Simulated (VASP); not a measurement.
# FeO (Wuestite) (Fm-3m) in VASP: a series of runs

Aim: see how the results for FeO (Wuestite) move with the level of theory and the settings. Levels: LDA, PBEsol. Tasks: single point.

All numbers are computed with VASP 6.6.1; they aren't measurements. Logs are shortened: lines on timing, memory, paths and dates and some standing lists are left out, and cuts for length are marked.

### 1 The cell of the first run

Symmetry: Fm-3m, No. 225, cubic system. Conventional cell: a = 4.311 Å, b = 4.311 Å, c = 4.311 Å, α = 90.00°, β = 90.00°, γ = 90.00°. Fe (site symmetry m-3m) has 6 O at 2.16 Å within 2.9 Å. O (site symmetry m-3m) has 6 Fe at 2.16 Å within 2.9 Å.

### 2 Single point, LDA, collinear spin, ferromagnetic start

File INCAR:

```
PREC = Accurate
ENCUT = 520
EDIFF = 1E-6
ISMEAR = -1
SIGMA = 0.05
LREAL = F
LASPH = T
NELM = 150
ALGO = Normal
ISIF = 2
LWAVE = F
LCHARG = F
ISPIN = 2
MAGMOM = 3 0
LORBIT = 11
LMAXMIX = 4
GGA = CA
NBANDS = 18
```

File KPOINTS:

```
regular mesh
0
Gamma
  11 11 11
```

File POSCAR:

```
FeO
1.0
    0.0000000000      2.1554000000      2.1554000000
    2.1554000000      0.0000000000      2.1554000000
    2.1554000000      2.1554000000      0.0000000000
Fe O
1 1
Direct
    0.0000000000      0.0000000000      0.0000000000
    0.5000000000      0.5000000000      0.5000000000
```

Potentials or basis: VASP PAW LDA potentials, release 64 (Fe, O).

Command:

```sh
$ cat potpaw_LDA.64/Fe/POTCAR potpaw_LDA.64/O/POTCAR > POTCAR
$ mpirun -np 1 vasp_std > vasp.out
```

OUTCAR:

```text
PREC = Accurate
   ENCUT = 520
   EDIFF = 1E-6
   ISMEAR = -1
   LREAL = F
   LASPH = T
   NELM = 150
   ISIF = 2
   ISPIN = 2
   LORBIT = 11
   GGA = CA

 ion  position               nearest neighbor table
   1  0.000  0.000  0.000-   2 2.16   2 2.16   2 2.16   2 2.16   2 2.16   2 2.16
   2  0.500  0.500  0.500-   1 2.16   1 2.16   1 2.16   1 2.16   1 2.16   1 2.16

  LATTYP: Found a face centered cubic cell.
 ALAT       =     4.3108000000

  Lattice vectors:

 A1 = (   0.0000000000,   2.1554000000,   2.1554000000)
 A2 = (   2.1554000000,   0.0000000000,   2.1554000000)
 A3 = (   2.1554000000,   2.1554000000,   0.0000000000)

Analysis of symmetry for initial positions (statically):
=====================================================================
 Subroutine PRICEL returns:
 Original cell was already a primitive cell.

 Routine SETGRP: Setting up the symmetry group for a
 face centered cubic supercell.

 Subroutine GETGRP returns: Found 48 space group operations
 (whereof 48 operations were pure point group operations)
 out of a pool of 48 trial point group operations.

The static configuration has the point symmetry O_h .

Analysis of symmetry for dynamics (positions and initial velocities):
=====================================================================
 Subroutine PRICEL returns:
 Original cell was already a primitive cell.

 Routine SETGRP: Setting up the symmetry group for a
 face centered cubic supercell.

 Subroutine GETGRP returns: Found 48 space group operations
 (whereof 48 operations were pure point group operations)
 out of a pool of 48 trial point group operations.

The dynamic configuration has the point symmetry O_h .

Analysis of structural, dynamic, and magnetic symmetry:
=====================================================================
 Subroutine PRICEL returns:
 Original cell was already a primitive cell.

 Routine SETGRP: Setting up the symmetry group for a
 face centered cubic supercell.

 Subroutine GETGRP returns: Found 48 space group operations
 (whereof 48 operations were pure point group operations)
 out of a pool of 48 trial point group operations.

The overall configuration has the point symmetry O_h .

 Subroutine INISYM returns: Found 48 space group operations
 (whereof 48 operations are pure point group operations),
 and found     1 'primitive' translations

----------------------------------------------------------------------------------------

                                     Primitive cell

  volume of cell :      20.0269

  direct lattice vectors                    reciprocal lattice vectors
     0.000000000  2.155400000  2.155400000    -0.231975503  0.231975503  0.231975503
     2.155400000  0.000000000  2.155400000     0.231975503 -0.231975503  0.231975503
     2.155400000  2.155400000  0.000000000     0.231975503  0.231975503 -0.231975503

  length of vectors
     3.048195912  3.048195912  3.048195912     0.401793358  0.401793358  0.401793358

  position of ions in fractional coordinates (direct lattice)
     0.000000000  0.000000000  0.000000000
     0.500000000  0.500000000  0.500000000

  ion indices of the primitive-cell ions
   primitive index   ion index
                 1           1
                 2           2

----------------------------------------------------------------------------------------

 KPOINTS: regular mesh

Automatic generation of k-mesh.
 Grid dimensions read from file:
 generate k-points for:   11   11   11

 Generating k-lattice:

  Cartesian coordinates                     Fractional coordinates (reciprocal lattice)
    -0.021088682  0.021088682  0.021088682     0.090909091  0.000000000  0.000000000
     0.021088682 -0.021088682  0.021088682     0.000000000  0.090909091  0.000000000
     0.021088682  0.021088682 -0.021088682     0.000000000  0.000000000  0.090909091

  Length of vectors
     0.036526669  0.036526669  0.036526669

  Shift w.r.t. Gamma in fractional coordinates (k-lattice)
     0.000000000  0.000000000  0.000000000

 Subroutine IBZKPT returns following result:
 ===========================================

 Found     56 irreducible k-points:

 Following reciprocal coordinates:
            Coordinates               Weight
  0.000000  0.000000  0.000000      1.000000
  0.090909  0.000000  0.000000      8.000000
  0.181818  0.000000  0.000000      8.000000
  0.272727  0.000000  0.000000      8.000000
  0.363636  0.000000  0.000000      8.000000
  0.454545  0.000000  0.000000      8.000000
[... 16 lines left out ...]
 -0.272727  0.181818  0.000000     24.000000
 -0.181818  0.181818  0.000000     12.000000
 [... further k-points ...]
   k-points           NKPTS =     56   k-points in BZ     NKDIM =     56   number of bands    NBANDS=     18
   number of dos      NEDOS =    301   number of ions     NIONS =      2
   total plane-waves  NPLWV =  13824
   dimension x,y,z NGX =    24 NGY =   24 NGZ =   24
   dimension x,y,z NGXF=    48 NGYF=   48 NGZF=   48
   ions per type =               1   1
   NGX,Y,Z   is equivalent  to a cutoff of  13.09, 13.09, 13.09 a.u.
   NGXF,Y,Z  is equivalent  to a cutoff of  26.18, 26.18, 26.18 a.u.
 SYSTEM =  unknown system
   PREC   = accura    normal or accurate (medium, high low for compatibility)
   ISTART =      0    job   : 0-new  1-cont  2-samecut
   ICHARG =      2    charge: 1-file 2-atom 10-const
   ISPIN  =      2    spin polarized calculation?
   LNONCOLLINEAR =      F non collinear calculations
   LSORBIT =      F    spin-orbit coupling
   LASPH  =      T    aspherical Exc in radial PAW
   ENCUT  =  520.0 eV  38.22 Ry    6.18 a.u.   5.67  5.67  5.67*2*pi/ulx,y,z
   NELM   =    150;   NELMIN=  2; NELMDL= -5     # of ELM steps
   EDIFF  = 0.1E-05   stopping-criterion for ELM
   LREAL  =      F    real-space projection
   EDIFFG = 0.1E-04   stopping-criterion for IOM
   NSW    =      0    number of steps for IOM
   IBRION =     -1    ionic relax: 0-MD 1-quasi-New 2-CG
   NFREE  =      0    steps in history (QN), initial steepest desc. (CG)
   ISIF   =      2    stress and relaxation
   ISYM   =      2    0-nonsym 1-usesym 2-fastsym
   POTIM  = 0.5000    time-step for ionic-motion
   TEBEG  =    0.0;   TEEND  =   0.0 temperature during run
   PSTRESS=    0.0 pullay stress
   NELECT =      14.0000    total number of electrons
   NUPDOWN=      -1.0000    fix difference up-down
   EMIN   =  10.00;   EMAX   =-10.00  energy-range for DOS
   EFERMI =   0.00;   METHOD = LEGACY
   ISMEAR =    -1;   SIGMA  =   0.05  broadening in eV -4-tet -1-fermi 0-gaus
   EFERMI_NEDOS =   21; number of points for ismear=-14 and -15
   IALGO  =     38    algorithm
   IMIX   =      4    mixing-type and parameters
     AMIX     =   0.40;   BMIX     =  1.00
     AMIX_MAG =   1.60;   BMIX_MAG =  1.00
  volume/ion in A,a.u.               =      10.01        67.57
  Fermi-wavevector in a.u.,A,eV,Ry     =   1.452935  2.745650 28.722187  2.111021
  Thomas-Fermi vector in A             =   2.570260
   LORBIT       =     11    0 simple, 1 ext, 2 COOP (PROOUT), +10 PAW based schemes
   GGA     = CA    functional components
   LHFCALC =     F    Hartree Fock is set to
   AEXX    =    0.0000 exact exchange contribution
   IVDW    =     0    specifies the selected vdW correction
   LEPSILON=     F    determine dielectric tensor
   LRPA    =     F    only Hartree local field effects (RPA)
 spin polarized calculation
  energy-cutoff  :      520.00
  volume of cell :       20.03
 maximum number of plane-waves:       556
   NGX = 11   NGY = 11   NGZ = 11

 number of electron      13.9999998 magnetization       3.9914153

 Free energy of the ion-electron system (eV)
  ---------------------------------------------------
  ext. energy  EPLUGINS =         0.00000000
  ---------------------------------------------------
  free energy    TOTEN  =       -16.40768975 eV

  energy without entropy =      -16.39457327  energy(sigma->0) =      -16.40113151

 E-fermi :   5.8174     XC(G=0): -12.6226

 val. band max:        5.8156084273   @ k =  -0.3636   0.2727   0.0909
 cond. band min:       5.8253157687   @ k =  -0.1818   0.0909   0.0000
 fundamental gap:      0.0097073414
 Fermi energy:         5.8173654951

 spin component 1

 k-point     1 :       0.0000    0.0000    0.0000
  band No.  band energies     occupation
      1     -14.5503      1.00000
      2       2.0832      1.00000
      3       2.0832      1.00000
      4       2.0832      1.00000
      5       2.2052      1.00000
      6       2.2053      1.00000
[... 10 lines left out ...]
     17      26.4060      0.00000
     18      29.5200      0.00000
[... 463 lines left out ...]
 k-point    24 :      -0.1818    0.1818    0.0000
  band No.  band energies     occupation
      1     -13.8152      1.00000
      2      -1.3547      1.00000
      3      -0.2077      1.00000
      4       0.2374      1.00000
      5       2.5695      1.00000
      6       2.8938      1.00000
[... 10 lines left out ...]
     17      32.2726      0.00000
     18      34.0269      0.00000

 [... further k-points ...]

 spin component 2

 k-point     1 :       0.0000    0.0000    0.0000
  band No.  band energies     occupation
      1     -13.9767      1.00000
      2       2.6941      1.00000
      3       2.6941      1.00000
      4       2.6941      1.00000
      5       5.0757      1.00000
      6       5.0757      1.00000
[... 10 lines left out ...]
     17      27.6902      0.00000
     18      30.6629      0.00000
[... 463 lines left out ...]
 k-point    24 :      -0.1818    0.1818    0.0000
  band No.  band energies     occupation
      1     -13.2327      1.00000
      2      -0.4864      1.00000
      3       1.1630      1.00000
      4       1.2522      1.00000
      5       5.5597      0.99426
      6       5.8006      0.58283
[... 10 lines left out ...]
     17      33.0787      0.00000
     18      34.8461      0.00000

 [... further k-points ...]
[... 5 lines left out ...]
  --------------------------------------------------------------------------------------
  -------------------------------------------------------------------------------------
  Total       -1.9201579     -1.9201579     -1.9201579      0.0000000      0.0000000     -0.0000000
  in kB     -153.6150973   -153.6150973   -153.6150973      0.0000000      0.0000000     -0.0000000
  external PRESSURE =    -153.6150973 kB  Pullay stress =       0.0000000 kB

 VOLUME and BASIS-vectors are now :
 -----------------------------------------------------------------------------
  energy-cutoff  :      520.00
  volume of cell :       20.03
      direct lattice vectors                 reciprocal lattice vectors
     0.000000000  2.155400000  2.155400000    -0.231975503  0.231975503  0.231975503
     2.155400000  0.000000000  2.155400000     0.231975503 -0.231975503  0.231975503
     2.155400000  2.155400000  0.000000000     0.231975503  0.231975503 -0.231975503

 POSITION                                       TOTAL-FORCE (eV/Angst)
 -----------------------------------------------------------------------------------
      0.00000      0.00000      0.00000         0.000000      0.000000      0.000000
      2.15540      2.15540      2.15540        -0.000000     -0.000000     -0.000000
 -----------------------------------------------------------------------------------
    total drift:                                0.000000     -0.000000     -0.000000

  FREE ENERGIE OF THE ION-ELECTRON SYSTEM (eV)
  ---------------------------------------------------
  free  energy   TOTEN  =       -16.4076897472 eV

  energy  without entropy=      -16.3945732670  energy(sigma->0) =      -16.40113151

 total charge

# of ion       s       p       d       tot
------------------------------------------
    1        0.293   0.364   6.108   6.765
    2        1.544   3.408   0.000   4.953
--------------------------------------------------
tot          1.837   3.773   6.108  11.718

 magnetization (x)

# of ion       s       p       d       tot
------------------------------------------
    1        0.024   0.021   3.524   3.569
    2        0.030   0.286   0.000   0.317
--------------------------------------------------
tot          0.055   0.307   3.524   3.886
```

Run time: 30 s. Hardware: 1 thread of Intel Xeon Platinum 8488C (Sapphire Rapids), shared host; peak memory 0.15 GiB.

What came out:

- Free energy: -16.4077 eV
- Pressure: -15.4 GPa
- Band gap on the k mesh: zero (filled and empty bands overlap)
- Net moment: 3.99 μB per cell
- Site moments: Fe +3.57; O +0.32 μB
- Valence electrons inside the program's atomic spheres: Fe 6.76; O 4.95

Caveat: a cell with one magnetic atom can't hold antiferromagnetic order, which such compounds often take; semilocal functionals often make such compounds metallic where correlation or magnetic order opens a gap, which also shifts bond lengths. With open d or f shells a metallic result of LDA can be an artefact of self-interaction; +U or a hybrid may open a gap.

### 3 Single point, LDA, collinear spin, ferromagnetic start (volume scaled by 1.02)

File INCAR:

```
SYSTEM = FeO
  PREC = Accurate
  ENCUT = 520
  EDIFF = 1E-7
  ISMEAR = -1
  SIGMA = 0.05
  LREAL = .False.
  LASPH = .True.
  NELM = 150
  ALGO = Normal
  ISIF = 2
  LWAVE = .False.
  LCHARG = .False.
  ISPIN = 2
  MAGMOM = 3 0
  LORBIT = 11
  LMAXMIX = 4
  GGA = CA
  NBANDS = 18
```

File KPOINTS:

```
regular mesh
0
Gamma
  11 11 11
  0 0 0
```

File POSCAR:

```
FeO
1.0
    0.0000000000      2.1696745882      2.1696745882
    2.1696745882      0.0000000000      2.1696745882
    2.1696745882      2.1696745882      0.0000000000
Fe O
1 1
Direct
    0.0000000000      0.0000000000      0.0000000000
    0.5000000000      0.5000000000      0.5000000000
```

Potentials or basis: VASP PAW LDA potentials, release 64 (Fe, O).

Command:

```sh
$ cat potpaw_LDA.64/Fe/POTCAR potpaw_LDA.64/O/POTCAR > POTCAR
$ mpirun -np 1 vasp_std > vasp.out
```

It took 28 s on 1 thread of Intel Xeon Platinum 8488C (Sapphire Rapids), shared host; peak memory 0.15 GiB.

Results (log left out):

| Item | Value |
| --- | --- |
| Free energy | -16.3661 eV |
| Pressure | -18.3 GPa |
| Band gap on the k mesh | zero (filled and empty bands overlap) |
| Net moment | 4.00 μB per cell |
| Site moments | Fe +3.58; O +0.31 μB |
| Valence electrons inside the program's atomic spheres | Fe 6.73; O 4.94 |

Levels at points of the mesh, in eV from the Fermi level:
Spin up:
```tsv
k point	band 6	band 7	band 8	band 9	band 10	band 11	band 12	band 13
(0.00, 0.00, 0.00)	-3.59	-3.59	-3.34	-3.34	0.13	15.34	16.84	16.84
```
Spin down:
```csv
k point,band 1,band 2,band 3,band 4,band 5,band 6,band 7,band 8,band 9,band 10
"(0.00, 0.00, 0.00)",-19.64,-3.06,-3.06,-3.06,-0.71,-0.71,-0.71,-0.01,-0.01,0.90
```

Caveat: a cell with one magnetic atom can't hold antiferromagnetic order, which such compounds often take; semilocal functionals often make such compounds metallic where correlation or magnetic order opens a gap, which also shifts bond lengths.

(Part 1 of 2 ends here.)
